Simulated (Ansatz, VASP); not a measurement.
## CsGeBr3 in VASP and in Ansatz

File INCAR:

```
PREC = Accurate ; ENCUT = 520
EDIFF = 1E-6 ; ISMEAR = 0
SIGMA = 0.05 ; LREAL = False
LASPH = True ; NELM = 60
ALGO = Normal ; ISIF = 2
LWAVE = False ; LCHARG = True
LELF = True ; LVHAR = True
NBANDS = 30
```

File KPOINTS:

```
Automatic mesh
0
Gamma
  6 6 6
```

Contents of POSCAR:

```
CsGeBr3
1.0
    5.9759933112      0.0000000000      0.0000000000
    0.0000000000      5.9759933112      0.0000000000
    0.0000000000      0.0000000000      5.9759933112
Cs Ge Br
1 1 3
Direct
    0.0000000000      0.0000000000      0.0000000000
    0.5000000000      0.5000000000      0.5000000000
    0.5000000000      0.5000000000      0.0000000000
    0.5000000000      0.0000000000      0.5000000000
    0.0000000000      0.5000000000      0.5000000000
```

Input for Ansatz:

```yaml
crystal:
  lattice:
    - [5.9759933112, 0.0, 0.0]
    - [0.0, 5.9759933112, 0.0]
    - [0.0, 0.0, 5.9759933112]
  atoms:
    - { symbol: Cs, position: [0.0, 0.0, 0.0] }
    - { symbol: Ge, position: [0.5, 0.5, 0.5] }
    - { symbol: Br, position: [0.5, 0.5, 0.0] }
    - { symbol: Br, position: [0.5, 0.0, 0.5] }
    - { symbol: Br, position: [0.0, 0.5, 0.5] }
basis:
  ecutwfc: 420
kpoints:
  mp_grid: { grid: [6, 6, 6] }
hamiltonian:
  xc: lda
scf:
  occupations: { method: gaussian, width: 0.05 }
output:
  forces: true
  stress: true
  eigenvalues: true
```

Change from the starting cell: strain +0.080 along x and y, +0.080 along z, atoms carried along.

Alike in both runs: task single point; functional LDA; k mesh 6 × 6 × 6; occupations gaussian, width 0.05 eV; no spin polarisation.

|  | VASP | Ansatz |
| --- | --- | --- |
| version | VASP 6.6.1 | Ansatz 0.2.0 |
| potentials or method | VASP PAW LDA potentials, release 64 (Cs_sv, Ge_d, Br), cutoff 520 eV | scalar-relativistic, plane waves, PAW |
| valence electrons in the cell | 44 | 44 |

|  | VASP | Ansatz | Ansatz less VASP |
| --- | --- | --- | --- |
| gap on the k mesh at the Fermi level (eV) | 1.31 | 1.33 | +0.012 |
| least direct gap on the mesh (eV) | 1.31 | 1.33 | +0.012 |
| pressure (GPa) | -4.8 | -4.7 | +0.02 |

LDA's correlation is that of Perdew and Zunger in VASP and of Perdew and Wang (1992) in Ansatz.

Spin-orbit coupling is off throughout.
